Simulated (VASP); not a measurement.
Runs of VASP 6.6.1 on TiAl3. Symmetry: Pmm2, No. 25, orthorhombic system. The conventional cell has a = 2.840 Å, b = 4.681 Å, c = 4.901 Å, α = 90.00°, β = 90.00°, γ = 90.00°. Ti (site symmetry mm2) has 10 Al at 2.83 to 2.85 Å and 2 Ti at 2.84 Å within 3.7 Å. Al (site symmetry mm2) has 4 Ti at 2.83 to 2.84 Å and 8 Al at 2.84 to 2.86 Å within 3.7 Å. Al (site symmetry mm2) has 8 Al at 2.81 to 2.86 Å and 4 Ti at 2.85 Å within 3.7 Å. Al (site symmetry mm2) has 10 Al at 2.81 to 2.86 Å and 2 Ti at 2.85 Å within 3.7 Å. 

```csv
k mesh,smearing,gap on the mesh (eV),pressure (GPa),largest force (eV/Å)
14 × 10 × 10,fermi-dirac 0.02 eV,none,-2.3,0.05
14 × 10 × 10,gaussian 0.1 eV,none,-2.3,0.05
14 × 10 × 10,methfessel-paxton 0.3 eV,none,-2.3,0.05
14 × 10 × 10,methfessel-paxton 0.1 eV,none,-2.3,0.05
14 × 10 × 10,methfessel-paxton 0.2 eV,none,-2.3,0.05
2 × 2 × 2,gaussian 0.1 eV,none,(a),0.20
8 × 6 × 6,gaussian 0.1 eV,none,-2.2,(b)
14 × 10 × 10,gaussian 0.2 eV,none,-2.2,0.06
6 × 4 × 4,gaussian 0.1 eV,none,-2.3,0.05
14 × 10 × 10,tetrahedron,none,-2.3,0.06
4 × 2 × 2,gaussian 0.1 eV,none,-2.1,0.25
```

Alike in all rows: task single point; level r2SCAN; potentials or basis VASP PAW PBE potentials, release 64 (Ti_sv, Al); no spin polarisation; cell as given; cutoff (eV) 520.

Fill in the values left out.

(a) -4.1; (b) 0.07.

Caveats: some runs use coarse meshes; the PAW data sets were made with another functional, which shifts forces and pressure a little; tetrahedron occupations give inexact forces and stress in metals (some runs).

A gap of «none» marks levels without a gap at the run's occupations.
